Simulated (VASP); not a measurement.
# Ni (Fm-3m) in VASP: notebook

Runs on Ni. Level: PBE. Tasks: single point.

Program: VASP 6.6.1. These are calculated values, not measurements. Logs are shortened: lines on timing, memory, paths and dates and some standing lists are left out, and cuts for length are marked.

## Step 1: The cell of the first run

The structure is cubic, space group Fm-3m (No. 225). The conventional cell has a = 3.519 Å, b = 3.519 Å, c = 3.519 Å, α = 90.00°, β = 90.00°, γ = 90.00°. Ni (site symmetry m-3m) has 12 Ni at 2.49 Å within 3.3 Å.

## Step 2: Single point, PBE, collinear spin, ferromagnetic start

INCAR

```
SYSTEM = Ni
PREC = Accurate ; ENCUT = 520
EDIFF = 1E-7 ; ISMEAR = 0
SIGMA = 0.3 ; LREAL = .False.
LASPH = .True. ; NELM = 150
ALGO = Normal ; ISIF = 2
LWAVE = .False. ; LCHARG = .False.
ISPIN = 2 ; MAGMOM = 0.672
LORBIT = 11 ; LMAXMIX = 4
GGA = PE ; NBANDS = 15
```

KPOINTS

```
Automatic mesh
0
Gamma
  15 15 15
  0 0 0
```

POSCAR

```
Ni
1.0
    0.0000000000      1.7596893266      1.7596893266
    1.7596893266      0.0000000000      1.7596893266
    1.7596893266      1.7596893266      0.0000000000
Ni
1
Direct
    0.0000000000      0.0000000000      0.0000000000
```

Potentials or basis: VASP PAW PBE potentials, release 64 (Ni).

The run is started by

```
cat potpaw_PBE.64/Ni/POTCAR > POTCAR
mpirun -np 1 vasp_std > vasp.out
```

OUTCAR:

```text
SYSTEM = Ni
   PREC = Accurate
   ENCUT = 520
   EDIFF = 1E-7
   ISMEAR = 0
   LREAL = .False.
   LASPH = .True.
   NELM = 150
   ISIF = 2
   ISPIN = 2
   LORBIT = 11
   GGA = PE

 ion  position               nearest neighbor table
   1  0.000  0.000  0.000-

  LATTYP: Found a face centered cubic cell.
 ALAT       =     3.5193786532

  Lattice vectors:

 A1 = (   0.0000000000,   1.7596893266,   1.7596893266)
 A2 = (   1.7596893266,   0.0000000000,   1.7596893266)
 A3 = (   1.7596893266,   1.7596893266,   0.0000000000)

Analysis of symmetry for initial positions (statically):
=====================================================================
 Subroutine PRICEL returns:
 Original cell was already a primitive cell.

 Routine SETGRP: Setting up the symmetry group for a
 face centered cubic supercell.

 Subroutine GETGRP returns: Found 48 space group operations
 (whereof 48 operations were pure point group operations)
 out of a pool of 48 trial point group operations.

The static configuration has the point symmetry O_h .

Analysis of symmetry for dynamics (positions and initial velocities):
=====================================================================
 Subroutine PRICEL returns:
 Original cell was already a primitive cell.

 Routine SETGRP: Setting up the symmetry group for a
 face centered cubic supercell.

 Subroutine GETGRP returns: Found 48 space group operations
 (whereof 48 operations were pure point group operations)
 out of a pool of 48 trial point group operations.

The dynamic configuration has the point symmetry O_h .

Analysis of structural, dynamic, and magnetic symmetry:
=====================================================================
 Subroutine PRICEL returns:
 Original cell was already a primitive cell.

 Routine SETGRP: Setting up the symmetry group for a
 face centered cubic supercell.

 Subroutine GETGRP returns: Found 48 space group operations
 (whereof 48 operations were pure point group operations)
 out of a pool of 48 trial point group operations.

The overall configuration has the point symmetry O_h .

 Subroutine INISYM returns: Found 48 space group operations
 (whereof 48 operations are pure point group operations),
 and found     1 'primitive' translations

----------------------------------------------------------------------------------------

                                     Primitive cell

  volume of cell :      10.8978

  direct lattice vectors                    reciprocal lattice vectors
     0.000000000  1.759689327  1.759689327    -0.284141065  0.284141065  0.284141065
     1.759689327  0.000000000  1.759689327     0.284141065 -0.284141065  0.284141065
     1.759689327  1.759689327  0.000000000     0.284141065  0.284141065 -0.284141065

  length of vectors
     2.488576511  2.488576511  2.488576511     0.492146762  0.492146762  0.492146762

  position of ions in fractional coordinates (direct lattice)
     0.000000000  0.000000000  0.000000000

  ion indices of the primitive-cell ions
   primitive index   ion index
                 1           1

----------------------------------------------------------------------------------------

 KPOINTS: Automatic mesh

Automatic generation of k-mesh.
 Grid dimensions read from file:
 generate k-points for:   15   15   15

 Generating k-lattice:

  Cartesian coordinates                     Fractional coordinates (reciprocal lattice)
    -0.018942738  0.018942738  0.018942738     0.066666667  0.000000000  0.000000000
     0.018942738 -0.018942738  0.018942738     0.000000000  0.066666667  0.000000000
     0.018942738  0.018942738 -0.018942738     0.000000000  0.000000000  0.066666667

  Length of vectors
     0.032809784  0.032809784  0.032809784

  Shift w.r.t. Gamma in fractional coordinates (k-lattice)
     0.000000000  0.000000000  0.000000000

 Subroutine IBZKPT returns following result:
 ===========================================

 Found    120 irreducible k-points:

 Following reciprocal coordinates:
            Coordinates               Weight
  0.000000  0.000000  0.000000      1.000000
  0.066667  0.000000  0.000000      8.000000
  0.133333  0.000000  0.000000      8.000000
  0.200000  0.000000  0.000000      8.000000
  0.266667  0.000000  0.000000      8.000000
  0.333333  0.000000  0.000000      8.000000
[... 16 lines left out ...]
  0.133333  0.133333  0.000000      6.000000
  0.200000  0.133333  0.000000     24.000000
 [... further k-points ...]
   k-points           NKPTS =    120   k-points in BZ     NKDIM =    120   number of bands    NBANDS=     15
   number of dos      NEDOS =    301   number of ions     NIONS =      1
   total plane-waves  NPLWV =   8000
   dimension x,y,z NGX =    20 NGY =   20 NGZ =   20
   dimension x,y,z NGXF=    40 NGYF=   40 NGZF=   40
   ions per type =               1
   NGX,Y,Z   is equivalent  to a cutoff of  13.36, 13.36, 13.36 a.u.
   NGXF,Y,Z  is equivalent  to a cutoff of  26.72, 26.72, 26.72 a.u.
 SYSTEM =  Ni
   PREC   = accura    normal or accurate (medium, high low for compatibility)
   ISTART =      0    job   : 0-new  1-cont  2-samecut
   ICHARG =      2    charge: 1-file 2-atom 10-const
   ISPIN  =      2    spin polarized calculation?
   LNONCOLLINEAR =      F non collinear calculations
   LSORBIT =      F    spin-orbit coupling
   LASPH  =      T    aspherical Exc in radial PAW
   ENCUT  =  520.0 eV  38.22 Ry    6.18 a.u.   4.63  4.63  4.63*2*pi/ulx,y,z
   NELM   =    150;   NELMIN=  2; NELMDL= -5     # of ELM steps
   EDIFF  = 0.1E-06   stopping-criterion for ELM
   LREAL  =      F    real-space projection
   EDIFFG = 0.1E-05   stopping-criterion for IOM
   NSW    =      0    number of steps for IOM
   IBRION =     -1    ionic relax: 0-MD 1-quasi-New 2-CG
   NFREE  =      0    steps in history (QN), initial steepest desc. (CG)
   ISIF   =      2    stress and relaxation
   ISYM   =      2    0-nonsym 1-usesym 2-fastsym
   POTIM  = 0.5000    time-step for ionic-motion
   TEBEG  =    0.0;   TEEND  =   0.0 temperature during run
   PSTRESS=    0.0 pullay stress
   NELECT =      10.0000    total number of electrons
   NUPDOWN=      -1.0000    fix difference up-down
   EMIN   =  10.00;   EMAX   =-10.00  energy-range for DOS
   EFERMI =   0.00;   METHOD = LEGACY
   ISMEAR =     0;   SIGMA  =   0.30  broadening in eV -4-tet -1-fermi 0-gaus
   EFERMI_NEDOS =   21; number of points for ismear=-14 and -15
   IALGO  =     38    algorithm
   IMIX   =      4    mixing-type and parameters
     AMIX     =   0.40;   BMIX     =  1.00
     AMIX_MAG =   1.60;   BMIX_MAG =  1.00
  volume/ion in A,a.u.               =      10.90        73.54
  Fermi-wavevector in a.u.,A,eV,Ry     =   1.590849  3.006268 34.433612  2.530799
  Thomas-Fermi vector in A             =   2.689480
   LORBIT       =     11    0 simple, 1 ext, 2 COOP (PROOUT), +10 PAW based schemes
   GGA     = PE    functional components
   LHFCALC =     F    Hartree Fock is set to
   AEXX    =    0.0000 exact exchange contribution
   IVDW    =     0    specifies the selected vdW correction
   LEPSILON=     F    determine dielectric tensor
   LRPA    =     F    only Hartree local field effects (RPA)
 spin polarized calculation
 Gauss-broadening in eV      SIGMA  =   0.30
  energy-cutoff  :      520.00
  volume of cell :       10.90
 maximum number of plane-waves:       304
   NGX =  9   NGY =  9   NGZ =  9

 number of electron      10.0000009 magnetization       0.6184866

 Free energy of the ion-electron system (eV)
  ---------------------------------------------------
  ext. energy  EPLUGINS =         0.00000000
  ---------------------------------------------------
  free energy    TOTEN  =        -5.50886809 eV

  energy without entropy =       -5.43640309  energy(sigma->0) =       -5.47263559

 E-fermi :   9.3361     XC(G=0): -13.2458

 val. band max:        9.3359535732   @ k =  -0.4667   0.3333   0.1333
 cond. band min:       9.3486680159   @ k =  -0.3333   0.3333   0.0667
 fundamental gap:      0.0127144428
 Fermi energy:         9.3361246322

 spin component 1

 k-point     1 :       0.0000    0.0000    0.0000
  band No.  band energies     occupation
      1       0.3520      1.00000
      2       6.9420      1.00000
      3       6.9420      1.00000
      4       6.9420      1.00000
      5       8.0924      1.00000
      6       8.0924      1.00000
      7      33.0611      0.00000
      8      36.9055      0.00000
      9      36.9055      0.00000
     10      36.9055      0.00000
     11      39.8462      0.00000
     12      39.8462      0.00000
     13      39.8462      0.00000
     14      42.8106      0.00000
     15      49.0955      0.00000
[... 397 lines left out ...]
 k-point    24 :       0.2000    0.1333    0.0000
  band No.  band energies     occupation
      1       1.8510      1.00000
      2       6.4773      1.00000
      3       7.2947      1.00000
      4       7.3216      1.00000
      5       7.7506      1.00000
      6       8.2662      1.00000
      7      29.0229      0.00000
      8      31.5885      0.00000
      9      32.0448      0.00000
     10      34.3259      0.00000
     11      38.7123      0.00000
     12      43.2248      0.00000
     13      44.9445      0.00000
     14      45.5495      0.00000
     15      50.3519      0.00000

 [... further k-points ...]

 spin component 2

 k-point     1 :       0.0000    0.0000    0.0000
  band No.  band energies     occupation
      1       0.3223      1.00000
      2       7.6670      1.00000
      3       7.6670      1.00000
      4       7.6670      1.00000
      5       8.6937      0.99877
      6       8.6937      0.99877
      7      32.9054      0.00000
      8      36.8966      0.00000
      9      36.8966      0.00000
     10      36.8966      0.00000
     11      39.9456      0.00000
     12      39.9456      0.00000
     13      39.9456      0.00000
     14      42.6847      0.00000
     15      49.2858      0.00000
[... 397 lines left out ...]
 k-point    24 :       0.2000    0.1333    0.0000
  band No.  band energies     occupation
      1       1.8272      1.00000
      2       7.1606      1.00000
      3       8.0010      1.00000
      4       8.0536      1.00000
      5       8.3521      1.00000
      6       8.8804      0.98416
      7      29.0924      0.00000
      8      31.6730      0.00000
      9      32.0148      0.00000
     10      34.3030      0.00000
     11      38.9190      0.00000
     12      43.2103      0.00000
     13      44.8885      0.00000
     14      45.5065      0.00000
     15      50.3936      0.00000

 [... further k-points ...]
[... 5 lines left out ...]
  --------------------------------------------------------------------------------------
  -------------------------------------------------------------------------------------
  Total        0.0232342      0.0232342      0.0232342     -0.0000000     -0.0000000     -0.0000000
  in kB        3.4158653      3.4158653      3.4158653     -0.0000000     -0.0000000     -0.0000000
  external PRESSURE =       3.4158653 kB  Pullay stress =       0.0000000 kB

 VOLUME and BASIS-vectors are now :
 -----------------------------------------------------------------------------
  energy-cutoff  :      520.00
  volume of cell :       10.90
      direct lattice vectors                 reciprocal lattice vectors
     0.000000000  1.759689327  1.759689327    -0.284141065  0.284141065  0.284141065
     1.759689327  0.000000000  1.759689327     0.284141065 -0.284141065  0.284141065
     1.759689327  1.759689327  0.000000000     0.284141065  0.284141065 -0.284141065

 POSITION                                       TOTAL-FORCE (eV/Angst)
 -----------------------------------------------------------------------------------
      0.00000      0.00000      0.00000         0.000000      0.000000      0.000000
 -----------------------------------------------------------------------------------
    total drift:                                0.000000      0.000000      0.000000

  FREE ENERGIE OF THE ION-ELECTRON SYSTEM (eV)
  ---------------------------------------------------
  free  energy   TOTEN  =        -5.5088680874 eV

  energy  without entropy=       -5.4364030936  energy(sigma->0) =       -5.47263559

 total charge

# of ion       s       p       d       tot
------------------------------------------
    1        0.497   0.496   8.314   9.307

 magnetization (x)

# of ion       s       p       d       tot
------------------------------------------
    1       -0.006  -0.023   0.659   0.630
```

Wall time 43 s (1 thread of Intel Xeon Platinum 8259CL at 2.50GHz (Skylake/Cascade Lake), shared host); peak memory 0.15 GiB.

Results:

* Free energy: -5.5089 eV
* Pressure: 0.3 GPa
* Net moment: 0.62 μB per cell
* Site moments: Ni +0.63 μB
* Valence electrons inside the program's atomic spheres: Ni 9.31

[end of part 1 of 2]
